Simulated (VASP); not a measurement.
# Sn (Fd-3m) in VASP: further runs, part 2 of 2

VASP 6.6.1. Earlier steps stand in the parts before.

## Step 3: Single point, r2SCAN

File POSCAR:

```
Sn
1.0
    0.0000000000      3.2456000000      3.2456000000
    3.2456000000      0.0000000000      3.2456000000
    3.2456000000      3.2456000000      0.0000000000
Sn
2
Direct
    0.5000000000      0.5000000000      0.5000000000
    0.7500000000      0.7500000000      0.7500000000
```

File INCAR.step1:

```
ALGO     = Normal         # electronic algorithm
EDIFF    = 1E-4           # SCF threshold, eV
ENCUT    = 520            # plane-wave cutoff, eV
GGA      = PE             # functional
ISMEAR   = 0              # smearing method
LASPH    = T              # aspherical terms in the spheres
LCHARG   = F              # write CHGCAR
LREAL    = F              # projectors in reciprocal space
LWAVE    = T              # write WAVECAR
NBANDS   = 21             # bands
NELM     = 60             # most SCF steps
PREC     = Accurate       # precision mode
SIGMA    = 0.15           # smearing width, eV
```

File INCAR.step2:

```
ALGO     = Normal         # electronic algorithm
EDIFF    = 1E-6           # SCF threshold, eV
ENCUT    = 520            # plane-wave cutoff, eV
ISIF     = 2              # what is computed and relaxed
ISMEAR   = 0              # smearing method
ISTART   = 1            
LASPH    = T              # aspherical terms in the spheres
LCHARG   = F              # write CHGCAR
LMIXTAU  = T            
LREAL    = F              # projectors in reciprocal space
LWAVE    = F              # write WAVECAR
METAGGA  = R2SCAN         # meta-GGA
NBANDS   = 21             # bands
NELM     = 60             # most SCF steps
PREC     = Accurate       # precision mode
SIGMA    = 0.15           # smearing width, eV
```

File KPOINTS:

```
k-points
0
Gamma
  14 14 14
```

Potentials or basis: VASP PAW PBE potentials, release 64 (Sn_d).

On the command line:

```
> cat potpaw_PBE.64/Sn_d/POTCAR > POTCAR
> cp INCAR.step1 INCAR
> mpirun -np 1 vasp_std > vasp.out
> cp INCAR.step2 INCAR
> mpirun -np 1 vasp_std > vasp.out
```

OUTCAR:

```text
EDIFF = 1E-6
   ENCUT = 520
   ISIF = 2
   ISMEAR = 0
   ISTART = 1
   LASPH = T
   LREAL = F
   METAGGA = R2SCAN
   NELM = 60
   PREC = Accurate

 ion  position               nearest neighbor table
   1  0.500  0.500  0.500-   2 2.81   2 2.81   2 2.81   2 2.81
   2  0.750  0.750  0.750-   1 2.81   1 2.81   1 2.81   1 2.81

  LATTYP: Found a face centered cubic cell.
 ALAT       =     6.4912000000

  Lattice vectors:

 A1 = (   0.0000000000,   3.2456000000,   3.2456000000)
 A2 = (   3.2456000000,   0.0000000000,   3.2456000000)
 A3 = (   3.2456000000,   3.2456000000,   0.0000000000)

Analysis of symmetry for initial positions (statically):
=====================================================================
 Subroutine PRICEL returns:
 Original cell was already a primitive cell.

 Routine SETGRP: Setting up the symmetry group for a
 face centered cubic supercell.

 Subroutine GETGRP returns: Found 48 space group operations
 (whereof 24 operations were pure point group operations)
 out of a pool of 48 trial point group operations.

The static configuration has the point symmetry T_d .
 The point group associated with its full space group is O_h .

Analysis of symmetry for dynamics (positions and initial velocities):
=====================================================================
 Subroutine PRICEL returns:
 Original cell was already a primitive cell.

 Routine SETGRP: Setting up the symmetry group for a
 face centered cubic supercell.

 Subroutine GETGRP returns: Found 48 space group operations
 (whereof 24 operations were pure point group operations)
 out of a pool of 48 trial point group operations.

The dynamic configuration has the point symmetry T_d .
 The point group associated with its full space group is O_h .

 Subroutine INISYM returns: Found 48 space group operations
 (whereof 24 operations are pure point group operations),
 and found     1 'primitive' translations

----------------------------------------------------------------------------------------

                                     Primitive cell

  volume of cell :      68.3778

  direct lattice vectors                    reciprocal lattice vectors
     0.000000000  3.245600000  3.245600000    -0.154054720  0.154054720  0.154054720
     3.245600000  0.000000000  3.245600000     0.154054720 -0.154054720  0.154054720
     3.245600000  3.245600000  0.000000000     0.154054720  0.154054720 -0.154054720

  length of vectors
     4.589971538  4.589971538  4.589971538     0.266830603  0.266830603  0.266830603

  position of ions in fractional coordinates (direct lattice)
     0.500000000  0.500000000  0.500000000
     0.750000000  0.750000000  0.750000000

  ion indices of the primitive-cell ions
   primitive index   ion index
                 1           1
                 2           2

----------------------------------------------------------------------------------------

 KPOINTS: k-points

Automatic generation of k-mesh.
 Grid dimensions read from file:
 generate k-points for:   14   14   14

 Generating k-lattice:

  Cartesian coordinates                     Fractional coordinates (reciprocal lattice)
    -0.011003909  0.011003909  0.011003909     0.071428571  0.000000000  0.000000000
     0.011003909 -0.011003909  0.011003909     0.000000000  0.071428571  0.000000000
     0.011003909  0.011003909 -0.011003909     0.000000000  0.000000000  0.071428571

  Length of vectors
     0.019059329  0.019059329  0.019059329

  Shift w.r.t. Gamma in fractional coordinates (k-lattice)
     0.000000000  0.000000000  0.000000000

 Subroutine IBZKPT returns following result:
 ===========================================

 Found    104 irreducible k-points:

 Following reciprocal coordinates:
            Coordinates               Weight
  0.000000  0.000000  0.000000      1.000000
  0.071429  0.000000  0.000000      8.000000
  0.142857  0.000000  0.000000      8.000000
  0.214286  0.000000  0.000000      8.000000
  0.285714  0.000000  0.000000      8.000000
  0.357143  0.000000  0.000000      8.000000
[... 16 lines left out ...]
  0.214286  0.142857  0.000000     24.000000
  0.285714  0.142857  0.000000     24.000000
 [... further k-points ...]
   k-points           NKPTS =    104   k-points in BZ     NKDIM =    104   number of bands    NBANDS=     21
   number of dos      NEDOS =    301   number of ions     NIONS =      2
   total plane-waves  NPLWV =  46656
   dimension x,y,z NGX =    36 NGY =   36 NGZ =   36
   dimension x,y,z NGXF=    72 NGYF=   72 NGZF=   72
   ions per type =               2
   NGX,Y,Z   is equivalent  to a cutoff of  13.04, 13.04, 13.04 a.u.
   NGXF,Y,Z  is equivalent  to a cutoff of  26.08, 26.08, 26.08 a.u.
 SYSTEM =  unknown system
   PREC   = accura    normal or accurate (medium, high low for compatibility)
   ISTART =      1    job   : 0-new  1-cont  2-samecut
   ICHARG =      0    charge: 1-file 2-atom 10-const
   ISPIN  =      1    spin polarized calculation?
   LNONCOLLINEAR =      F non collinear calculations
   LSORBIT =      F    spin-orbit coupling
   LASPH  =      T    aspherical Exc in radial PAW
   ENCUT  =  520.0 eV  38.22 Ry    6.18 a.u.   8.53  8.53  8.53*2*pi/ulx,y,z
   NELM   =     60;   NELMIN=  2; NELMDL=  0     # of ELM steps
   EDIFF  = 0.1E-05   stopping-criterion for ELM
   LREAL  =      F    real-space projection
   EDIFFG = 0.1E-04   stopping-criterion for IOM
   NSW    =      0    number of steps for IOM
   IBRION =     -1    ionic relax: 0-MD 1-quasi-New 2-CG
   NFREE  =      0    steps in history (QN), initial steepest desc. (CG)
   ISIF   =      2    stress and relaxation
   ISYM   =      2    0-nonsym 1-usesym 2-fastsym
   POTIM  = 0.5000    time-step for ionic-motion
   TEBEG  =    0.0;   TEEND  =   0.0 temperature during run
   PSTRESS=    0.0 pullay stress
   NELECT =      28.0000    total number of electrons
   NUPDOWN=      -1.0000    fix difference up-down
   EMIN   =  10.00;   EMAX   =-10.00  energy-range for DOS
   EFERMI =   0.00;   METHOD = LEGACY
   ISMEAR =     0;   SIGMA  =   0.15  broadening in eV -4-tet -1-fermi 0-gaus
   EFERMI_NEDOS =   21; number of points for ismear=-14 and -15
   IALGO  =     38    algorithm
   IMIX   =      4    mixing-type and parameters
     AMIX     =   0.40;   BMIX     =  1.00
     AMIX_MAG =   1.60;   BMIX_MAG =  1.00
  volume/ion in A,a.u.               =      34.19       230.72
  Fermi-wavevector in a.u.,A,eV,Ry     =   1.215689  2.297319 20.108049  1.477900
  Thomas-Fermi vector in A             =   2.351068
   LORBIT       =      0    0 simple, 1 ext, 2 COOP (PROOUT), +10 PAW based schemes
   METAGGA = R2SCAN    functional components
   LHFCALC =     F    Hartree Fock is set to
   AEXX    =    0.0000 exact exchange contribution
   IVDW    =     0    specifies the selected vdW correction
   LEPSILON=     F    determine dielectric tensor
   LRPA    =     F    only Hartree local field effects (RPA)
 non-spin polarized calculation
 Gauss-broadening in eV      SIGMA  =   0.15
  energy-cutoff  :      520.00
  volume of cell :       68.38
 maximum number of plane-waves:      1868
 NGX is ok and might be reduce to    36
   NGX = 17   NGY = 17   NGZ = 17

 number of electron      28.0000001 magnetization

 Free energy of the ion-electron system (eV)
  ---------------------------------------------------
  ext. energy  EPLUGINS =         0.00000000
  ---------------------------------------------------
  free energy    TOTEN  =       -49.48398115 eV

  energy without entropy =      -49.48336488  energy(sigma->0) =      -49.48367302

 E-fermi :   5.6206     XC(G=0):  -9.5891

 val. band max:        5.5763900410   @ k =   0.0000   0.0000   0.0000
 cond. band min:       5.7110143591   @ k =   0.5000   0.0000   0.0000
 fundamental gap:      0.1346243180
 Fermi energy:         5.6206418040

 k-point     1 :       0.0000    0.0000    0.0000
  band No.  band energies     occupation
      1     -16.8314      2.00000
      2     -16.8313      2.00000
      3     -16.8313      2.00000
      4     -16.7647      2.00000
      5     -16.7647      2.00000
      6     -16.4413      2.00000
[... 13 lines left out ...]
     20      13.8300      0.00000
     21      13.8300      0.00000
[... 529 lines left out ...]
 k-point    24 :       0.2857    0.1429    0.0000
  band No.  band energies     occupation
      1     -16.8682      2.00000
      2     -16.8575      2.00000
      3     -16.8202      2.00000
      4     -16.7219      2.00000
      5     -16.6884      2.00000
      6     -16.5409      2.00000
[... 13 lines left out ...]
     20      13.3347      0.00000
     21      13.9143      0.00000

 [... further k-points ...]

------------------------ aborting loop because EDIFF is reached ----------------------------------------

  FORCE on cell =-STRESS in cart. coord.  units (eV):
  Direction    XX          YY          ZZ          XY          YZ          ZX
  --------------------------------------------------------------------------------------
  -------------------------------------------------------------------------------------
  Total        0.6719080      0.6719080      0.6719080      0.0000000     -0.0000000      0.0000000
  in kB       15.7436490     15.7436490     15.7436490      0.0000000     -0.0000000      0.0000000
  external PRESSURE =      15.7436490 kB  Pullay stress =       0.0000000 kB

 VOLUME and BASIS-vectors are now :
 -----------------------------------------------------------------------------
  energy-cutoff  :      520.00
  volume of cell :       68.38
      direct lattice vectors                 reciprocal lattice vectors
     0.000000000  3.245600000  3.245600000    -0.154054720  0.154054720  0.154054720
     3.245600000  0.000000000  3.245600000     0.154054720 -0.154054720  0.154054720
     3.245600000  3.245600000  0.000000000     0.154054720  0.154054720 -0.154054720

 POSITION                                       TOTAL-FORCE (eV/Angst)
 -----------------------------------------------------------------------------------
      3.24560      3.24560      3.24560        -0.000000     -0.000000     -0.000000
      4.86840      4.86840      4.86840         0.000000      0.000000      0.000000
 -----------------------------------------------------------------------------------
    total drift:                                0.000000      0.000000      0.000000

  FREE ENERGIE OF THE ION-ELECTRON SYSTEM (eV)
  ---------------------------------------------------
  free  energy   TOTEN  =       -49.4839811538 eV

  energy  without entropy=      -49.4833648804  energy(sigma->0) =      -49.48367302
```

It took 5.2 min on 1 thread of Intel Xeon Platinum 8259CL at 2.50GHz (Skylake/Cascade Lake), shared host; peak memory 0.29 GiB.

Results:

- Free energy: -49.4840 eV
- Pressure: 1.6 GPa
- Band gap on the k mesh: zero (filled and empty bands touch)

Levels at points of the mesh, in eV from the Fermi level:
| k point | band 12 | band 13 | band 14 | band 15 | band 16 | band 17 |
| --- | --- | --- | --- | --- | --- | --- |
| (0.00, 0.00, 0.00) | -0.41 | -0.04 | -0.04 | -0.04 | 2.17 | 2.17 |
| (0.50, 0.00, 0.00) | -6.64 | -1.32 | -1.32 | 0.09 | 3.32 | 3.32 |
| (0.50, 0.50, 0.00) | -7.91 | -2.72 | -2.72 | 0.87 | 0.87 | 8.11 |

Caveat: the PAW data sets were made with another functional, which shifts forces and pressure a little; spin-orbit coupling is left out, which moves the levels of the heavy elements.
